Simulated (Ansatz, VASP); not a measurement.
**Bi2Te3 in VASP and in Ansatz**

INCAR

```
PREC     = Accurate       # precision mode
ENCUT    = 520            # plane-wave cutoff, eV
EDIFF    = 1E-8           # SCF threshold, eV
ISMEAR   = -1             # smearing method
SIGMA    = 0.08           # smearing width, eV
LREAL    = False          # projectors in reciprocal space
LASPH    = True           # aspherical terms in the spheres
NELM     = 100            # most SCF steps
ALGO     = Normal         # electronic algorithm
ISIF     = 2              # what is computed and relaxed
LWAVE    = False          # write WAVECAR
LCHARG   = False          # write CHGCAR
GGA      = PS             # functional
LEFG     = True         
NBANDS   = 32             # bands
```

Contents of KPOINTS:

```
Automatic mesh
0
Gamma
  7 7 7
```

File POSCAR:

```
Bi2Te3
1.0
    2.1930005584      1.2661294627     10.1656700000
   -2.1930005584      1.2661294627     10.1656700000
    0.0000000000     -2.5322589254     10.1656700000
Bi Te
2 3
Direct
    0.4000000000      0.4000000000      0.4000000000
    0.6000000000      0.6000000000      0.6000000000
    0.0000000000      0.0000000000      0.0000000000
    0.2095000000      0.2095000000      0.2095000000
    0.7905000000      0.7905000000      0.7905000000
```

Input for Ansatz:

```yaml
crystal:
  lattice:
    - [2.1930005584, 1.2661294627, 10.16567]
    - [-2.1930005584, 1.2661294627, 10.16567]
    - [0.0, -2.5322589254, 10.16567]
  atoms:
    - { symbol: Bi, position: [0.4, 0.4, 0.4] }
    - { symbol: Bi, position: [0.6, 0.6, 0.6] }
    - { symbol: Te, position: [0.0, 0.0, 0.0] }
    - { symbol: Te, position: [0.2095, 0.2095, 0.2095] }
    - { symbol: Te, position: [0.7905, 0.7905, 0.7905] }
kpoints:
  mp_grid: { grid: [7, 7, 7] }
  band_path:
    path:
      - [0.0, 0.0, 0.0]
      - [0.5, 0.5, 0.5]
      - [0.822991609, 0.177008391, 0.5]
      - [0.5, -0.177008391, 0.177008391]
      - [0.5, 0.0, 0.0]
      - [0.0, 0.0, 0.0]
      - [0.3385041955, -0.3385041955, 0.0]
      - [0.6614958045, 0.0, 0.3385041955]
      - [0.5, 0.0, 0.5]
    npoints: 14
scf:
  occupations: { method: fermi_dirac, width: 0.08 }
hamiltonian:
  xc: pbesol
  pseudopotentials: { kind: paw }
output:
  forces: true
  stress: true
  eigenvalues: true
  efg: { contact_densities: true }
  populations: true
  bader: true
  dos: { projected: true, de: 0.2, e_range: [-14, 8] }
  write_density: true
  write_potential: true
  elf: true
  volumetric_format: npy
```

Alike in both runs: task electric field gradients; functional PBEsol; k mesh 7 × 7 × 7; occupations fermi-dirac, width 0.08 eV; no spin polarisation.

|  | VASP | Ansatz |
| --- | --- | --- |
| version | VASP 6.6.1 | Ansatz 0.2.0 |
| potentials or method | VASP PAW PBE potentials, release 64 (Bi_d, Te) | PAW with Ansatz's default frozen-core files, scalar-relativistic |
| plane-wave cutoff (eV) | 520 | 420 |
| valence electrons in the cell | 48 | 78 |

```tsv
	VASP	Ansatz	Ansatz less VASP
pressure (GPa)	-0.6	-0.6	-0.02
traceless stress, the component that is largest in VASP (GPa)	-0.20	-0.21	-0.003
rms of the force components (eV/Å)	0.037	0.045	+0.0074
size of Vzz on the site where it differs most (V/Å²)	92.6	97.8	+5.14
```

VASP's potentials were made for PBE, not for PBEsol. Atom by atom the forces differ by 0.008 eV/Å (rms over components). With one functional, cell and mesh, what is left measures potentials, basis and numerics. VASP's potentials hold 48 valence electrons a cell and Ansatz's 78, so a difference there can come from the potentials and not from the codes.

Spin-orbit coupling is off throughout.
